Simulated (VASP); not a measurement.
Crystal: TeP.

```
Te P
1.0
     5.11463    0.00000    0.00000
     0.00000    3.38578    0.00000
     0.00000    0.00000    5.22187
Te P
2 2
Direct
  0.25000 0.50000 0.81200
  0.75000 0.50000 0.18800
  0.25000 0.00000 0.31200
  0.75000 0.00000 0.68800
```

The cell was built from a structure type or drawn by symmetry, and may not be a known phase.

| Quantity | Value |
| --- | --- |
| Program | VASP 6.6.1 |
| Task | relaxation of cell and atoms |
| Functional | PBE |
| Potentials or basis | VASP PAW PBE potentials, release 64 (Te, P) |
| Cutoff | 500 eV |
| k mesh | 4 × 6 × 4 |
| Occupations | gaussian, width 0.1 eV |
| Spin | no spin polarisation |

At the start: pressure -3.7 GPa; volume 22.61 Å³/atom.

Problem. Where does the relaxation end?

Solution. Over 61 steps the energy falls by 293.6 meV/atom and the volume is 23.39 Å³/atom (+3.5 %); space group Pmma (No. 51, to 0.1 Å) before and after.

Step by step:
| step | energy change (eV) | largest force (eV/Å) | pressure (GPa) | volume (Å³) |
| --- | --- | --- | --- | --- |
| 1 | 0.0000 | 0.6398 | -3.68 | 90.43 |
| 3 | -0.1362 | 0.8148 | 1.70 | 83.57 |
| 5 | -0.3809 | 0.3523 | 2.59 | 83.75 |
| 7 | -0.4334 | 0.3794 | -1.17 | 88.41 |
| 9 | -0.4967 | 0.0825 | -0.80 | 89.48 |
| 11 | -0.4976 | 0.1168 | 1.00 | 87.37 |
| 13 | -0.5051 | 0.0534 | 0.21 | 88.11 |
| 15 | -0.5116 | 0.1625 | -0.10 | 88.20 |
| 17 | -0.5144 | 0.1939 | -0.08 | 88.37 |
| 19 | -0.5184 | 0.1942 | 0.08 | 88.52 |
| 21 | -0.5320 | 0.3375 | 1.58 | 88.90 |
| 23 | -0.5354 | 0.3745 | 1.63 | 89.18 |
| 25 | -0.5452 | 0.5518 | 1.86 | 90.43 |
| 27 | -0.5801 | 0.4370 | 0.65 | 92.50 |
| 29 | -0.6503 | 0.5384 | -3.05 | 102.06 |
| 31 | -0.7077 | 0.5456 | -3.32 | 104.29 |
| 33 | -0.9071 | 0.4999 | -4.28 | 113.63 |
| 35 | -1.0226 | 0.4118 | -2.14 | 110.71 |
| 37 | -1.0733 | 0.0606 | -0.39 | 106.57 |
| 39 | -1.0777 | 0.1074 | -0.13 | 105.85 |
| 41 | -1.0836 | 0.1138 | -0.03 | 105.02 |
| 43 | -1.0858 | 0.0757 | -1.69 | 104.96 |
| 45 | -1.0914 | 0.0329 | -0.97 | 104.86 |
| 47 | -1.1019 | 0.0313 | -1.06 | 103.53 |
| 49 | -1.1304 | 0.1880 | -1.12 | 98.18 |
| 51 | -1.1294 | 0.2484 | -0.80 | 97.34 |
| 53 | -1.1523 | 0.2314 | 0.69 | 92.63 |
| 55 | -1.1621 | 0.1747 | 0.12 | 92.49 |
| 57 | -1.1727 | 0.0900 | -0.08 | 93.34 |
| 59 | -1.1739 | 0.0410 | -0.15 | 93.74 |
| 61 | -1.1743 | 0.0018 | 0.06 | 93.55 |

Final structure:
```cif
data_structure
_symmetry_space_group_name_H-M 'P 1'
_symmetry_Int_Tables_number 1
_cell_length_a 4.3384
_cell_length_b 3.4747
_cell_length_c 6.2060
_cell_angle_alpha 90.000
_cell_angle_beta 90.000
_cell_angle_gamma 90.000
_cell_volume 93.55
loop_
_atom_site_label
_atom_site_type_symbol
_atom_site_fract_x
_atom_site_fract_y
_atom_site_fract_z
_atom_site_occupancy
Te1 Te 0.25000 0.50000 0.78224 1
Te2 Te 0.75000 0.50000 0.21776 1
P1 P 0.25000 0.00000 0.41247 1
P2 P 0.75000 0.00000 0.58753 1
```

Caveat: a cell axis changed by over 15 % at a fixed basis, so the end point is rough.
